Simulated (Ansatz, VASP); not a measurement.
Two plane-wave programs on Ta

```xyz
2
Lattice="2.8385 0.0000 0.0000 -1.4193 2.4582 0.0000 0.0000 0.0000 5.0659" Properties=species:S:1:pos:R:3 pbc="T T T"
Ta    1.4345    0.8432    3.7892
Ta   -0.0152    1.6151    1.2767
```

Change from the starting cell: atom 2 moved 0.06 Å.

Alike in both runs: task single point; functional LDA; k mesh 12 × 12 × 8; occupations gaussian, width 0.15 eV; no spin polarisation.

|  | VASP | Ansatz |
| --- | --- | --- |
| version | VASP 6.6.1 | Ansatz 0.2.0 |
| potentials or method | VASP PAW LDA potentials, release 64 (Ta_pv), cutoff 520 eV | scalar-relativistic, plane waves, PAW |
| valence electrons in the cell | 22 | 26 |

VASP gave:

| Item | Value |
| --- | --- |
| gap on the k mesh at the Fermi level (eV) | none |
| pressure (GPa) | 0.7 |
| traceless stress, the component that is largest in VASP (GPa) | -1.21 |
| rms of the force components (eV/Å) | 0.152 |

Question: Which values does Ansatz return?

Answer: gap on the k mesh at the Fermi level (eV): none; pressure (GPa): -0.2; traceless stress, the component that is largest in VASP (GPa): -1.22; rms of the force components (eV/Å): 0.151.

LDA's correlation is that of Perdew and Zunger in VASP and of Perdew and Wang (1992) in Ansatz. Atom by atom the forces differ by 0.001 eV/Å (rms over components). A gap of «none» marks a metal or a gap that the smearing closes. VASP's potentials hold 22 valence electrons a cell and Ansatz's 26, so a difference there can come from the potentials and not from the codes.

Spin-orbit coupling is off throughout.
